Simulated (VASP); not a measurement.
**Ir: single point with PBE**

Ir:

```
CELL_PARAMETERS angstrom
3.54085 2.04431 5.56676
-3.54085 2.04431 5.56676
0.00000 -4.08863 5.56676
ATOMIC_POSITIONS crystal
Ir 0.01218 0.65914 0.01218
Ir 0.01218 0.01218 0.65914
Ir 0.65914 0.01218 0.01218
Ir 0.98782 0.34086 0.98782
Ir 0.34086 0.98782 0.98782
Ir 0.98782 0.98782 0.34086
Ir 0.24083 0.59853 0.24083
Ir 0.24083 0.24083 0.59853
Ir 0.59853 0.24083 0.24083
Ir 0.75917 0.40147 0.75917
Ir 0.40147 0.75917 0.75917
Ir 0.75917 0.75917 0.40147
```

* Program: VASP 6.6.1
* Task: single point
* Functional: PBE
* Potentials or basis: VASP PAW PBE potentials, release 64 (Ir)
* Cutoff: 520 eV
* k mesh: 9 × 9 × 9
* Occupations: gaussian, width 0.1 eV
* Spin: no spin polarisation

The pressure is 0.0 GPa, the largest force is 0.048 eV/Å and the band gap on the k mesh is zero (bands 54 and 55 overlap by 0.56 eV).

Forces on the atoms (eV/Å):
```
Ir   0.029 -0.017 -0.034
Ir   0.000  0.034 -0.034
Ir  -0.029 -0.017 -0.034
Ir  -0.029  0.017  0.034
Ir   0.029  0.017  0.034
Ir   0.000 -0.034  0.034
Ir   0.015 -0.009 -0.005
Ir   0.000  0.017 -0.005
Ir  -0.015 -0.009 -0.005
Ir  -0.015  0.009  0.005
Ir   0.015  0.009  0.005
Ir   0.000 -0.017  0.005
```

Stress tensor (GPa, compression positive):
```
 0.08  0.00  0.00
 0.00  0.08  0.00
 0.00  0.00 -0.08
```

Levels at points of the mesh, in eV from the Fermi level:
```tsv
k point	band 52	band 53	band 54	band 55	band 56	band 57
(0.00, 0.00, 0.00)	0.01	0.01	0.20	0.20	0.28	0.37
```

Wall time 45 min on 1 thread of Oxide Virtual Turin-like Processor, on a shared host, peak memory 0.97 GiB.

Caveat: spin-orbit coupling is left out, which moves the levels of the heavy elements.
